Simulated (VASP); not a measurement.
# Pd (Fm-3m) in VASP: further runs

Pd is run at these levels: r2SCAN; tasks: single point.

Program: VASP 6.6.1. These are calculated values, not measurements. Logs are shortened: lines on timing, memory, paths and dates and some standing lists are left out, and cuts for length are marked.

## 1. The cell of the first run

The structure is cubic, space group Fm-3m (No. 225). The conventional cell has a = 3.912 Å, b = 3.912 Å, c = 3.912 Å, α = 90.00°, β = 90.00°, γ = 90.00°. Within 3.6 Å of Pd (site symmetry m-3m) lie 12 Pd at 2.77 Å.

## 2. Single point, r2SCAN

File POSCAR:

```
Pd
1.0
    0.0000000000      1.9558504376      1.9558504376
    1.9558504376      0.0000000000      1.9558504376
    1.9558504376      1.9558504376      0.0000000000
Pd
1
Direct
    0.0000000000      0.0000000000      0.0000000000
```

File INCAR.step1:

```
PREC = Accurate
ENCUT = 520
ISMEAR = -1
SIGMA = 0.1
LREAL = F
LASPH = T
NELM = 80
NBANDS = 11
GGA = PE
ALGO = Normal
EDIFF = 1E-4
LWAVE = T
LCHARG = F
```

File INCAR.step2:

```
PREC = Accurate
ENCUT = 520
EDIFF = 1E-6
ISMEAR = -1
SIGMA = 0.1
LREAL = F
LASPH = T
NELM = 80
ALGO = Normal
ISIF = 2
LWAVE = F
LCHARG = F
METAGGA = R2SCAN
LMIXTAU = T
NBANDS = 11
ISTART = 1
```

File KPOINTS:

```
Automatic mesh
0
Gamma
  5 5 5
```

Potentials or basis: VASP PAW PBE potentials, release 64 (Pd).

Started as:

```
$ cat potpaw_PBE.64/Pd/POTCAR > POTCAR
$ cp INCAR.step1 INCAR
$ mpirun -np 1 vasp_std > vasp.out
$ cp INCAR.step2 INCAR
$ mpirun -np 1 vasp_std > vasp.out
```

OUTCAR:

```text
PREC = Accurate
   ENCUT = 520
   EDIFF = 1E-6
   ISMEAR = -1
   LREAL = F
   LASPH = T
   NELM = 80
   ISIF = 2
   METAGGA = R2SCAN
   ISTART = 1

 ion  position               nearest neighbor table
   1  0.000  0.000  0.000-

  LATTYP: Found a face centered cubic cell.
 ALAT       =     3.9117008752

  Lattice vectors:

 A1 = (   0.0000000000,   1.9558504376,   1.9558504376)
 A2 = (   1.9558504376,   0.0000000000,   1.9558504376)
 A3 = (   1.9558504376,   1.9558504376,   0.0000000000)

Analysis of symmetry for initial positions (statically):
=====================================================================
 Subroutine PRICEL returns:
 Original cell was already a primitive cell.

 Routine SETGRP: Setting up the symmetry group for a
 face centered cubic supercell.

 Subroutine GETGRP returns: Found 48 space group operations
 (whereof 48 operations were pure point group operations)
 out of a pool of 48 trial point group operations.

The static configuration has the point symmetry O_h .

Analysis of symmetry for dynamics (positions and initial velocities):
=====================================================================
 Subroutine PRICEL returns:
 Original cell was already a primitive cell.

 Routine SETGRP: Setting up the symmetry group for a
 face centered cubic supercell.

 Subroutine GETGRP returns: Found 48 space group operations
 (whereof 48 operations were pure point group operations)
 out of a pool of 48 trial point group operations.

The dynamic configuration has the point symmetry O_h .

 Subroutine INISYM returns: Found 48 space group operations
 (whereof 48 operations are pure point group operations),
 and found     1 'primitive' translations

----------------------------------------------------------------------------------------

                                     Primitive cell

  volume of cell :      14.9636

  direct lattice vectors                    reciprocal lattice vectors
     0.000000000  1.955850438  1.955850438    -0.255643269  0.255643269  0.255643269
     1.955850438  0.000000000  1.955850438     0.255643269 -0.255643269  0.255643269
     1.955850438  1.955850438  0.000000000     0.255643269  0.255643269 -0.255643269

  length of vectors
     2.765990215  2.765990215  2.765990215     0.442787131  0.442787131  0.442787131

  position of ions in fractional coordinates (direct lattice)
     0.000000000  0.000000000  0.000000000
[... 65 lines left out ...]
   IBRION =     -1    ionic relax: 0-MD 1-quasi-New 2-CG
   NFREE  =      0    steps in history (QN), initial steepest desc. (CG)
   ISIF   =      2    stress and relaxation
   ISYM   =      2    0-nonsym 1-usesym 2-fastsym
   POTIM  = 0.5000    time-step for ionic-motion
   TEBEG  =    0.0;   TEEND  =   0.0 temperature during run
   PSTRESS=    0.0 pullay stress
   NELECT =      10.0000    total number of electrons
   NUPDOWN=      -1.0000    fix difference up-down
   EMIN   =  10.00;   EMAX   =-10.00  energy-range for DOS
   EFERMI =   0.00;   METHOD = LEGACY
   ISMEAR =    -1;   SIGMA  =   0.10  broadening in eV -4-tet -1-fermi 0-gaus
   EFERMI_NEDOS =   21; number of points for ismear=-14 and -15
   IALGO  =     38    algorithm
   IMIX   =      4    mixing-type and parameters
     AMIX     =   0.40;   BMIX     =  1.00
     AMIX_MAG =   1.60;   BMIX_MAG =  1.00
  volume/ion in A,a.u.               =      14.96       100.98
  Fermi-wavevector in a.u.,A,eV,Ry     =   1.431295  2.704756 27.872973  2.048606
  Thomas-Fermi vector in A             =   2.551047
   LORBIT       =      0    0 simple, 1 ext, 2 COOP (PROOUT), +10 PAW based schemes
   METAGGA = R2SCAN    functional components
   LHFCALC =     F    Hartree Fock is set to
   AEXX    =    0.0000 exact exchange contribution
   IVDW    =     0    specifies the selected vdW correction
   LEPSILON=     F    determine dielectric tensor
   LRPA    =     F    only Hartree local field effects (RPA)
 non-spin polarized calculation
  energy-cutoff  :      520.00
  volume of cell :       14.96
 maximum number of plane-waves:       411
 NGX is ok and might be reduce to    24
   NGX = 11   NGY = 11   NGZ = 11

 number of electron       9.9999998 magnetization

 Free energy of the ion-electron system (eV)
  ---------------------------------------------------
  ext. energy  EPLUGINS =         0.00000000
  ---------------------------------------------------
  free energy    TOTEN  =       -22.84068260 eV

  energy without entropy =      -22.75642114  energy(sigma->0) =      -22.79855187

 E-fermi :   9.4091     XC(G=0): -14.0148

 val. band max:        9.2897228069   @ k =   0.4000   0.2000   0.0000
 cond. band min:       9.4155532262   @ k =  -0.4000   0.4000   0.0000
 fundamental gap:      0.1258304193
 Fermi energy:         9.4091190860

 k-point     1 :       0.0000    0.0000    0.0000
  band No.  band energies     occupation
      1       2.3015      2.00000
      2       6.5572      2.00000
      3       6.5572      2.00000
      4       6.5572      2.00000
      5       8.1378      1.99999
      6       8.1378      1.99999
      7      27.3855      0.00000
      8      31.9860      0.00000
      9      32.2813      0.00000
     10      32.2813      0.00000
     11      32.2813      0.00000
[... 113 lines left out ...]
 k-point    10 :      -0.4000    0.4000    0.2000
  band No.  band energies     occupation
      1       5.1917      2.00000
      2       5.4853      2.00000
      3       6.4072      2.00000
      4       8.2579      1.99998
      5       9.2701      1.60121
      6      14.7526      0.00000
      7      20.8757      0.00000
      8      21.4147      0.00000
      9      23.9036      0.00000
     10      32.0154      0.00000
     11      34.6972      0.00000

------------------------ aborting loop because EDIFF is reached ----------------------------------------

  FORCE on cell =-STRESS in cart. coord.  units (eV):
  Direction    XX          YY          ZZ          XY          YZ          ZX
  --------------------------------------------------------------------------------------
  -------------------------------------------------------------------------------------
  Total        0.2994421      0.2994421      0.2994421     -0.0000000      0.0000000     -0.0000000
  in kB       32.0617013     32.0617013     32.0617013     -0.0000000      0.0000000     -0.0000000
  external PRESSURE =      32.0617013 kB  Pullay stress =       0.0000000 kB

 VOLUME and BASIS-vectors are now :
 -----------------------------------------------------------------------------
  energy-cutoff  :      520.00
  volume of cell :       14.96
      direct lattice vectors                 reciprocal lattice vectors
     0.000000000  1.955850438  1.955850438    -0.255643269  0.255643269  0.255643269
     1.955850438  0.000000000  1.955850438     0.255643269 -0.255643269  0.255643269
     1.955850438  1.955850438  0.000000000     0.255643269  0.255643269 -0.255643269

 POSITION                                       TOTAL-FORCE (eV/Angst)
 -----------------------------------------------------------------------------------
      0.00000      0.00000      0.00000         0.000000      0.000000      0.000000
 -----------------------------------------------------------------------------------
    total drift:                               -0.000000      0.000000      0.000000

  FREE ENERGIE OF THE ION-ELECTRON SYSTEM (eV)
  ---------------------------------------------------
  free  energy   TOTEN  =       -22.8406825980 eV

  energy  without entropy=      -22.7564211443  energy(sigma->0) =      -22.79855187
```

It took 9 s on 1 thread of Intel Xeon 6975P-C (Granite Rapids), shared host; peak memory 0.14 GiB.

What came out:

```
Free energy            : -22.8407 eV
Pressure               : 3.2 GPa
Band gap on the k mesh : zero (band 5 reaches 9.42 eV, above the bottom of band 6 at 8.13 eV)
```

Levels at points of the mesh, in eV from the Fermi level:
```
           k point  band 1  band 2  band 3  band 4  band 5  band 6  band 7  band 8  band 9  band 10
(0.00, 0.00, 0.00)   -7.11   -2.85   -2.85   -2.85   -1.27   -1.27   17.98   22.58   22.87    22.87
```

Caveat: the k points lie up to 0.56 Å⁻¹ apart; the PAW data sets were made with another functional, which shifts forces and pressure a little.

## 3. Single point, r2SCAN

POSCAR is that of step 2.

File INCAR.step1:

```
SYSTEM = Pd
PREC = Accurate ; ENCUT = 520
ISMEAR = -1 ; SIGMA = 0.1
LREAL = .False. ; LASPH = .True.
NELM = 100 ; NBANDS = 11
GGA = PE ; ALGO = Normal
EDIFF = 1E-4 ; LWAVE = .True.
LCHARG = .False.
```

File INCAR.step2:

```
SYSTEM = Pd
PREC = Accurate ; ENCUT = 520
EDIFF = 1E-7 ; ISMEAR = -1
SIGMA = 0.1 ; LREAL = .False.
LASPH = .True. ; NELM = 100
ALGO = Normal ; ISIF = 2
LWAVE = .False. ; LCHARG = .False.
METAGGA = R2SCAN ; LMIXTAU = .True.
NBANDS = 11 ; ISTART = 1
```

File KPOINTS:

```
regular mesh
0
Gamma
  7 7 7
  0 0 0
```

Potentials or basis: VASP PAW PBE potentials, release 64 (Pd).

Started as:

```
$ cat potpaw_PBE.64/Pd/POTCAR > POTCAR
$ cp INCAR.step1 INCAR
$ mpirun -np 1 vasp_std > vasp.out
$ cp INCAR.step2 INCAR
$ mpirun -np 1 vasp_std > vasp.out
```

OUTCAR:

```text
SYSTEM = Pd
   PREC = Accurate
   ENCUT = 520
   EDIFF = 1E-7
   ISMEAR = -1
   LREAL = .False.
   LASPH = .True.
   NELM = 100
   ISIF = 2
   METAGGA = R2SCAN
   ISTART = 1

 ion  position               nearest neighbor table
   1  0.000  0.000  0.000-

  LATTYP: Found a face centered cubic cell.
 ALAT       =     3.9117008752

  Lattice vectors:

 A1 = (   0.0000000000,   1.9558504376,   1.9558504376)
 A2 = (   1.9558504376,   0.0000000000,   1.9558504376)
 A3 = (   1.9558504376,   1.9558504376,   0.0000000000)

Analysis of symmetry for initial positions (statically):
=====================================================================
 Subroutine PRICEL returns:
 Original cell was already a primitive cell.

 Routine SETGRP: Setting up the symmetry group for a
 face centered cubic supercell.

 Subroutine GETGRP returns: Found 48 space group operations
 (whereof 48 operations were pure point group operations)
 out of a pool of 48 trial point group operations.

The static configuration has the point symmetry O_h .

Analysis of symmetry for dynamics (positions and initial velocities):
=====================================================================
 Subroutine PRICEL returns:
 Original cell was already a primitive cell.

 Routine SETGRP: Setting up the symmetry group for a
 face centered cubic supercell.

 Subroutine GETGRP returns: Found 48 space group operations
 (whereof 48 operations were pure point group operations)
 out of a pool of 48 trial point group operations.

The dynamic configuration has the point symmetry O_h .

 Subroutine INISYM returns: Found 48 space group operations
 (whereof 48 operations are pure point group operations),
 and found     1 'primitive' translations

----------------------------------------------------------------------------------------

                                     Primitive cell

[... 106 lines left out ...]
  Thomas-Fermi vector in A             =   2.551047
   LORBIT       =      0    0 simple, 1 ext, 2 COOP (PROOUT), +10 PAW based schemes
   METAGGA = R2SCAN    functional components
   LHFCALC =     F    Hartree Fock is set to
   AEXX    =    0.0000 exact exchange contribution
   IVDW    =     0    specifies the selected vdW correction
   LEPSILON=     F    determine dielectric tensor
   LRPA    =     F    only Hartree local field effects (RPA)
 non-spin polarized calculation
  energy-cutoff  :      520.00
  volume of cell :       14.96
 maximum number of plane-waves:       415
 NGX is ok and might be reduce to    24
   NGX = 11   NGY = 11   NGZ = 11

 number of electron       9.9999998 magnetization

 Free energy of the ion-electron system (eV)
  ---------------------------------------------------
  ext. energy  EPLUGINS =         0.00000000
  ---------------------------------------------------
  free energy    TOTEN  =       -22.99932418 eV

  energy without entropy =      -22.93521528  energy(sigma->0) =      -22.96726973

 E-fermi :   9.4625     XC(G=0): -14.0061

 val. band max:        9.4076875353   @ k =   0.4286   0.2857   0.0000
 cond. band min:       9.4724965218   @ k =  -0.2857   0.4286   0.1429
 fundamental gap:      0.0648089865
 Fermi energy:         9.4624932974

 k-point     1 :       0.0000    0.0000    0.0000
  band No.  band energies     occupation
      1       2.3085      2.00000
      2       6.5548      2.00000
      3       6.5548      2.00000
      4       6.5548      2.00000
      5       8.1307      2.00000
      6       8.1307      2.00000
      7      27.3863      0.00000
      8      32.0110      0.00000
      9      32.2814      0.00000
     10      32.2814      0.00000
     11      32.2814      0.00000
[... 253 lines left out ...]
 k-point    20 :      -0.2857    0.4286    0.1429
  band No.  band energies     occupation
      1       5.0606      2.00000
      2       5.6150      2.00000
      3       6.5116      2.00000
      4       8.0962      2.00000
      5       9.4725      0.95003
      6      17.5067      0.00000
      7      18.1667      0.00000
      8      20.7036      0.00000
      9      23.6377      0.00000
     10      32.0378      0.00000
     11      33.5650      0.00000

------------------------ aborting loop because EDIFF is reached ----------------------------------------

  FORCE on cell =-STRESS in cart. coord.  units (eV):
  Direction    XX          YY          ZZ          XY          YZ          ZX
  --------------------------------------------------------------------------------------
  -------------------------------------------------------------------------------------
  Total        0.0922617      0.0922617      0.0922617      0.0000000     -0.0000000      0.0000000
  in kB        9.8785929      9.8785929      9.8785929      0.0000000     -0.0000000      0.0000000
  external PRESSURE =       9.8785929 kB  Pullay stress =       0.0000000 kB

 VOLUME and BASIS-vectors are now :
 -----------------------------------------------------------------------------
  energy-cutoff  :      520.00
  volume of cell :       14.96
      direct lattice vectors                 reciprocal lattice vectors
     0.000000000  1.955850438  1.955850438    -0.255643269  0.255643269  0.255643269
     1.955850438  0.000000000  1.955850438     0.255643269 -0.255643269  0.255643269
     1.955850438  1.955850438  0.000000000     0.255643269  0.255643269 -0.255643269

 POSITION                                       TOTAL-FORCE (eV/Angst)
 -----------------------------------------------------------------------------------
      0.00000      0.00000      0.00000         0.000000      0.000000      0.000000
 -----------------------------------------------------------------------------------
    total drift:                               -0.000000      0.000000      0.000000

  FREE ENERGIE OF THE ION-ELECTRON SYSTEM (eV)
  ---------------------------------------------------
  free  energy   TOTEN  =       -22.9993241809 eV

  energy  without entropy=      -22.9352152782  energy(sigma->0) =      -22.96726973
```

OSZICAR.step1:

```text
N       E                     dE             d eps       ncg     rms          rms(c)
DAV:   1     0.424244268998E+02    0.42424E+02   -0.53821E+03   448   0.855E+02
DAV:   2    -0.494649378393E+01   -0.47371E+02   -0.45204E+02   503   0.181E+02
DAV:   3    -0.552957473435E+01   -0.58308E+00   -0.58023E+00   521   0.213E+01
DAV:   4    -0.553250960376E+01   -0.29349E-02   -0.29344E-02   518   0.165E+00
DAV:   5    -0.553254361225E+01   -0.34008E-04   -0.34009E-04   591   0.159E-01    0.749E+00
DAV:   6    -0.527333866291E+01    0.25920E+00   -0.10446E+00   524   0.837E+00    0.371E+00
DAV:   7    -0.526532378290E+01    0.80149E-02   -0.12788E-02   568   0.729E-01    0.200E+00
DAV:   8    -0.526195652154E+01    0.33673E-02   -0.11098E-03   541   0.281E-01    0.604E-02
DAV:   9    -0.526194240398E+01    0.14118E-04   -0.14266E-04   371   0.101E-01
   1 F= -.52619424E+01 E0= -.52277876E+01  d E =-.683097E-01
```

Wall time 15 s (1 thread of Intel Xeon 6975P-C (Granite Rapids), shared host); peak memory 0.14 GiB.

Results:

| Quantity | Value |
| --- | --- |
| Free energy | -22.9993 eV |
| Pressure | 1.0 GPa |
| Band gap on the k mesh | zero (band 5 reaches 9.56 eV, above the bottom of band 6 at 8.06 eV) |

Levels at points of the mesh, in eV from the Fermi level:
| k point | band 1 | band 2 | band 3 | band 4 | band 5 | band 6 | band 7 | band 8 | band 9 | band 10 |
| --- | --- | --- | --- | --- | --- | --- | --- | --- | --- | --- |
| (0.00, 0.00, 0.00) | -7.15 | -2.91 | -2.91 | -2.91 | -1.33 | -1.33 | 17.92 | 22.55 | 22.82 | 22.82 |

Caveat: the k points lie up to 0.40 Å⁻¹ apart; the PAW data sets were made with another functional, which shifts forces and pressure a little.

## 4. Single point, r2SCAN

POSCAR is that of step 3.

File INCAR.step1:

```
PREC     = Accurate       # precision mode
ENCUT    = 520            # plane-wave cutoff, eV
ISMEAR   = -1             # smearing method
SIGMA    = 0.1            # smearing width, eV
LREAL    = False          # projectors in reciprocal space
LASPH    = True           # aspherical terms in the spheres
NELM     = 80             # most SCF steps
NBANDS   = 11             # bands
GGA      = PE             # functional
ALGO     = Normal         # electronic algorithm
EDIFF    = 1E-4           # SCF threshold, eV
LWAVE    = True           # write WAVECAR
LCHARG   = False          # write CHGCAR
```

File INCAR.step2:

```
PREC     = Accurate       # precision mode
ENCUT    = 520            # plane-wave cutoff, eV
EDIFF    = 1E-6           # SCF threshold, eV
ISMEAR   = -1             # smearing method
SIGMA    = 0.1            # smearing width, eV
LREAL    = False          # projectors in reciprocal space
LASPH    = True           # aspherical terms in the spheres
NELM     = 80             # most SCF steps
ALGO     = Normal         # electronic algorithm
ISIF     = 2              # what is computed and relaxed
LWAVE    = False          # write WAVECAR
LCHARG   = True           # write CHGCAR
METAGGA  = R2SCAN         # meta-GGA
LMIXTAU  = True         
LELF     = True           # ELF
LVHAR    = True         
NBANDS   = 11             # bands
ISTART   = 1
```

File KPOINTS:

```
Automatic mesh
0
Gamma
  8 8 8
```

Started as:

```
$ cat potpaw_PBE.64/Pd/POTCAR > POTCAR
$ cp INCAR.step1 INCAR
$ mpirun -np 1 vasp_std > vasp.out
$ cp INCAR.step2 INCAR
$ mpirun -np 1 vasp_std > vasp.out
```

Wall time 12 s (1 thread of Intel Xeon 6975P-C (Granite Rapids), shared host); peak memory 0.14 GiB.

It converged, with:

| Item | Value |
| --- | --- |
| Free energy | -22.9594 eV |
| Pressure | 1.0 GPa |
| Band gap on the k mesh | zero (band 5 reaches 9.70 eV, above the bottom of band 6 at 8.06 eV) |

Levels at points of the mesh, in eV from the Fermi level:
| k point | band 3 | band 4 | band 5 | band 6 | band 7 | band 8 |
| --- | --- | --- | --- | --- | --- | --- |
| (0.00, 0.00, 0.00) | -2.93 | -2.93 | -1.35 | -1.35 | 17.91 | 22.49 |
| (0.50, 0.00, 0.00) | -3.00 | -0.11 | -0.11 | 1.21 | 7.51 | 17.29 |
| (0.50, 0.50, 0.00) | -0.17 | 0.22 | 0.22 | 3.56 | 11.06 | 13.75 |

Caveat: the PAW data sets were made with another functional, which shifts forces and pressure a little.

## 5. Overview

```tsv
k mesh	gap on the mesh (eV)	pressure (GPa)
5 × 5 × 5	none	3.2
7 × 7 × 7	none	1.0
8 × 8 × 8	none	1.0
```

Alike in all rows: task single point; level r2SCAN; potentials or basis VASP PAW PBE potentials, release 64 (Pd); no spin polarisation; cell as given; cutoff (eV) 520; smearing fermi-dirac 0.1 eV.

Caveats: some runs use coarse meshes; the PAW data sets were made with another functional, which shifts forces and pressure a little.

Absolute energies hang on the potentials; compare differences alone.
